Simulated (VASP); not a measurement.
# CuRu12 (a cell with a defect) in VASP: single point with LDA

Aim: the single point of CuRu12 (a cell with a defect) with LDA.

Program: VASP 6.6.1. These are calculated values, not measurements. Logs are shortened: lines on timing, memory, paths and dates and some standing lists are left out, and cuts for length are marked.

## Step 1: The cell of the first run

The cell holds a defect, 13 atoms: a = 5.400 Å, b = 8.100 Å, c = 4.277 Å, α = 90.00°, β = 90.00°, γ = 120.00°.

## Step 2: Single point, LDA

INCAR

```
PREC     = Accurate       # precision mode
ENCUT    = 520            # plane-wave cutoff, eV
EDIFF    = 1E-6           # SCF threshold, eV
ISMEAR   = 0              # smearing method
SIGMA    = 0.05           # smearing width, eV
LREAL    = False          # projectors in reciprocal space
LASPH    = True           # aspherical terms in the spheres
NELM     = 60             # most SCF steps
ALGO     = Normal         # electronic algorithm
ISIF     = 2              # what is computed and relaxed
LWAVE    = False          # write WAVECAR
LCHARG   = True           # write CHGCAR
LELF     = True           # ELF
LVHAR    = True         
NBANDS   = 102            # bands
```

KPOINTS

```
Automatic mesh
0
Gamma
  4 3 4
```

POSCAR

```
CuRu12
1.0
    5.4000000000      0.0000000000      0.0000000000
   -4.0500000000      7.0148060000      0.0000000000
    0.0000000000      0.0000000000      4.2768000000
Ru Cu
12 1
Direct
   -0.0109856760      0.0284186049      0.0076108305
    0.1588723111      0.2399625877      0.4915034605
    0.0308309649      0.3586763483     -0.0074378040
    0.2072299609      0.5700488367      0.4766234100
    0.0188119489      0.6687025985     -0.0800755238
    0.0134930455      0.8109304805      0.3837764216
    0.5153859130      0.0037503532      0.0875776281
    0.7386437452      0.2715546232      0.4792896558
    0.5046433509      0.3325434802      0.0111941171
    0.6309040400      0.5303453866      0.5339382248
    0.5464504133      0.6849830202      0.0221200430
    0.6527554565      0.9068294975      0.5550439581
    0.3277570790      0.0418417844      0.6526227553
```

Potentials or basis: VASP PAW LDA potentials, release 64 (Ru_pv, Cu).

Launch:

```bash
$ cat potpaw_LDA.64/Ru_pv/POTCAR potpaw_LDA.64/Cu/POTCAR > POTCAR
$ mpirun -np 1 vasp_std > vasp.out
```

OUTCAR:

```text
PREC = Accurate
   ENCUT = 520
   EDIFF = 1E-6
   ISMEAR = 0
   LREAL = False
   LASPH = True
   NELM = 60
   ISIF = 2

 ion  position               nearest neighbor table
   1  0.989  0.028  0.008-  13 2.34   6 2.44   7 2.49  12 2.50   2 2.55   3 2.57  11 2.61   9 2.64
                             2 2.66  12 2.82   7 2.97   5 3.02   6 3.24
   2  0.159  0.240  0.492-  13 2.31   8 2.41  10 2.46   1 2.55   4 2.55   3 2.57   3 2.58   9 2.62
                             1 2.66  12 2.73   9 2.75   8 3.01   6 3.19
   3  0.031  0.359  0.993-   8 2.49   4 2.55   5 2.56   1 2.57   2 2.57   2 2.58   8 2.59   4 2.66
                             9 2.67  11 2.72   9 2.74   7 2.86
   4  0.207  0.570  0.477-   5 2.47   8 2.48  10 2.48  11 2.51   3 2.55   2 2.55  12 2.60   3 2.66
                             6 2.66  11 2.82   5 2.86  10 2.97
   5  0.019  0.669  0.920-   6 2.30  10 2.45   4 2.47   3 2.56   6 2.57  11 2.66   9 2.78   7 2.79
                            11 2.82   4 2.86  13 2.86   1 3.02  10 3.19  12 3.36   8 3.36
   6  0.013  0.811  0.384-  13 2.13  10 2.27   5 2.30   1 2.44  12 2.54   5 2.57   4 2.66   7 2.68
                            11 2.69   2 3.19  12 3.22   1 3.24
   7  0.515  0.004  0.088-  13 2.21  12 2.40   1 2.49   8 2.52  12 2.63   6 2.68  11 2.68  13 2.70
                             9 2.71   5 2.79   3 2.86   1 2.97   8 3.21
   8  0.739  0.272  0.479-  13 2.19   2 2.41  10 2.45   4 2.48   3 2.49   7 2.52   9 2.54   3 2.59
                             9 2.76  12 2.77   2 3.01   7 3.21   5 3.36
   9  0.505  0.333  0.011-  10 2.47   8 2.54  13 2.56   2 2.62  10 2.63   1 2.64   3 2.67   7 2.71
                             3 2.74  11 2.75   2 2.75   8 2.76   5 2.78
  10  0.631  0.530  0.534-   6 2.27   8 2.45   5 2.45   2 2.46   9 2.47   4 2.48  11 2.59   9 2.63
                            11 2.67   4 2.97  12 2.99   5 3.19
  11  0.546  0.685  0.022-   4 2.51  12 2.55  10 2.59   1 2.61   5 2.66  10 2.67   7 2.68   6 2.69
                             3 2.72   9 2.75  12 2.78   5 2.82   4 2.82
  12  0.653  0.907  0.555-   7 2.40   1 2.50  13 2.52   6 2.54  11 2.55   4 2.60   7 2.63   2 2.73
                             8 2.77  11 2.78   1 2.82  10 2.99   6 3.22   5 3.36
  13  0.328  0.042  0.653-   6 2.13   8 2.19   7 2.21   2 2.31   1 2.34  12 2.52   9 2.56   7 2.70
                             5 2.86

  LATTYP: Found a simple monoclinic cell.
 ALAT       =     5.4000000000
 B/A-ratio  =     0.7920000000
 C/A-ratio  =     1.3228756972
 COS(beta)  =    -0.1889822305

  Lattice vectors:

 A1 = (   5.4000000000,   0.0000000000,   0.0000000000)
 A2 = (   0.0000000000,   0.0000000000,   4.2768000000)
 A3 = (  -1.3500000000,  -7.0148060000,   0.0000000000)

Analysis of symmetry for initial positions (statically):
=====================================================================
 Subroutine PRICEL returns:
 Original cell was already a primitive cell.

 Routine SETGRP: Setting up the symmetry group for a
 simple monoclinic supercell.

 Subroutine GETGRP returns: Found  1 space group operations
 (whereof  1 operations were pure point group operations)
 out of a pool of  4 trial point group operations.

[... 161 lines left out ...]
   GGA     = CA    functional components
   LHFCALC =     F    Hartree Fock is set to
   AEXX    =    0.0000 exact exchange contribution
   IVDW    =     0    specifies the selected vdW correction
   LEPSILON=     F    determine dielectric tensor
   LRPA    =     F    only Hartree local field effects (RPA)
 non-spin polarized calculation
 Gauss-broadening in eV      SIGMA  =   0.05
  energy-cutoff  :      520.00
  volume of cell :      162.00
 maximum number of plane-waves:      4388
   NGX = 21   NGY = 31   NGZ = 15

 number of electron     179.0000016 magnetization

 Free energy of the ion-electron system (eV)
  ---------------------------------------------------
  ext. energy  EPLUGINS =         0.00000000
  ---------------------------------------------------
  free energy    TOTEN  =      -125.66730367 eV

  energy without entropy =     -125.65089909  energy(sigma->0) =     -125.65910138

 E-fermi :  13.8729     XC(G=0): -14.7256

 val. band max:       13.8694998728   @ k =   0.5000  -0.3333   0.2500
 cond. band min:      13.8747087030   @ k =   0.2500   0.0000   0.0000
 fundamental gap:      0.0052088301
 Fermi energy:        13.8728670384

 k-point     1 :       0.0000    0.0000    0.0000
  band No.  band energies     occupation
      1     -30.2497      2.00000
      2     -30.0919      2.00000
      3     -29.8251      2.00000
      4     -29.7993      2.00000
      5     -29.7443      2.00000
      6     -29.6593      2.00000
[... 2485 lines left out ...]
    100      15.3464      0.00000
    101      15.4314      0.00000

 [... further k-points ...]

 [bands above 101 left out]

------------------------ aborting loop because EDIFF is reached ----------------------------------------

  FORCE on cell =-STRESS in cart. coord.  units (eV):
  Direction    XX          YY          ZZ          XY          YZ          ZX
  --------------------------------------------------------------------------------------
  -------------------------------------------------------------------------------------
  Total       29.5458962     30.8122942     36.0687305      4.0512264     -1.0087348      1.0361660
  in kB      292.1994429    304.7237137    356.7081838     40.0653307     -9.9760641     10.2473496
  external PRESSURE =     317.8771134 kB  Pullay stress =       0.0000000 kB

 VOLUME and BASIS-vectors are now :
 -----------------------------------------------------------------------------
  energy-cutoff  :      520.00
  volume of cell :      162.00
      direct lattice vectors                 reciprocal lattice vectors
     5.400000000  0.000000000  0.000000000     0.185185185  0.106916713  0.000000000
    -4.050000000  7.014806000  0.000000000     0.000000000  0.142555617  0.000000000
     0.000000000  0.000000000  4.276800000     0.000000000  0.000000000  0.233819678

 POSITION                                       TOTAL-FORCE (eV/Angst)
 -----------------------------------------------------------------------------------
      5.22558      0.19935      0.03255        -0.048274      0.046328      0.040816
     -0.11394      1.68329      2.10206         0.047783     -0.043700     -0.064097
     -1.28615      2.51605      4.24499        -0.025287      0.008969     -0.111258
     -1.18966      3.99878      2.03842        -0.023366      0.008634     -0.031708
     -2.60666      4.69082      3.93433         0.014189     -0.007311     -0.093202
     -3.21141      5.68852      1.64133         0.116356      0.123338     -0.074041
      2.76789      0.02631      0.37455        -0.018312     -0.017638      0.170294
      2.88888      1.90490      2.04983        -0.052651     -0.027484     -0.119536
      1.37827      2.33273      0.04788        -0.015145      0.003788     -0.073376
      1.25898      3.72027      2.28355        -0.036775     -0.011712     -0.082458
      0.17665      4.80502      0.09460         0.023861     -0.007726     -0.009470
     -0.14778      6.36123      2.37381         0.016160     -0.059174      0.126390
      1.60043      0.29351      2.79114         0.001461     -0.016310      0.321646
 -----------------------------------------------------------------------------------
    total drift:                               -0.000410      0.000574      0.000809

  FREE ENERGIE OF THE ION-ELECTRON SYSTEM (eV)
  ---------------------------------------------------
  free  energy   TOTEN  =      -125.6673036691 eV

  energy  without entropy=     -125.6508990914  energy(sigma->0) =     -125.65910138
```

OSZICAR:

```text
N       E                     dE             d eps       ncg     rms          rms(c)
DAV:   1     0.266546964572E+04    0.26655E+04   -0.99920E+04  5320   0.213E+03
DAV:   2     0.815051431396E+02   -0.25840E+04   -0.25297E+04  5464   0.671E+02
DAV:   3    -0.116330847827E+03   -0.19784E+03   -0.17682E+03  5852   0.175E+02
[... 14 lines left out ...]
DAV:  18    -0.125667344333E+03    0.17286E-04   -0.19935E-04  7996   0.147E-01    0.614E-02
DAV:  19    -0.125667309792E+03    0.34541E-04   -0.10297E-04  7672   0.166E-01    0.281E-02
DAV:  20    -0.125667310678E+03   -0.88648E-06   -0.26529E-05  6398   0.347E-02    0.216E-02
DAV:  21    -0.125667305647E+03    0.50316E-05   -0.12569E-05  6544   0.482E-02    0.113E-02
DAV:  22    -0.125667303668E+03    0.19790E-05   -0.73099E-06  6226   0.587E-02    0.245E-03
DAV:  23    -0.125667303669E+03   -0.13169E-08   -0.59830E-07  3176   0.961E-03
   1 F= -.12566730E+03 E0= -.12565910E+03  d E =-.164046E-01
```

Wall time 18 min (1 thread of Intel Xeon 8259CL, shared host); peak memory 0.42 GiB.

What came out:

- Free energy: -125.6673 eV
- Pressure: 31.8 GPa
- Largest force: 0.322 eV/Å
- Band gap on the k mesh: zero (an odd number of electrons rules out a gap without spin polarisation)

Forces in eV/Å, atoms in the order of the input:
```
Ru  -0.048  0.046  0.041
Ru   0.048 -0.044 -0.064
Ru  -0.025  0.009 -0.111
Ru  -0.023  0.009 -0.032
Ru   0.014 -0.007 -0.093
Ru   0.116  0.123 -0.074
Ru  -0.018 -0.018  0.170
Ru  -0.053 -0.027 -0.120
Ru  -0.015  0.004 -0.073
Ru  -0.037 -0.012 -0.082
Ru   0.024 -0.008 -0.009
Ru   0.016 -0.059  0.126
Cu   0.001 -0.016  0.322
```

Stress tensor (GPa, compression positive):
```
29.22  4.01  1.02
 4.01 30.47 -1.00
 1.02 -1.00 35.67
```

Caveat: the k points lie up to 0.37 Å⁻¹ apart, too coarse for converged energies and pressures of a metal.
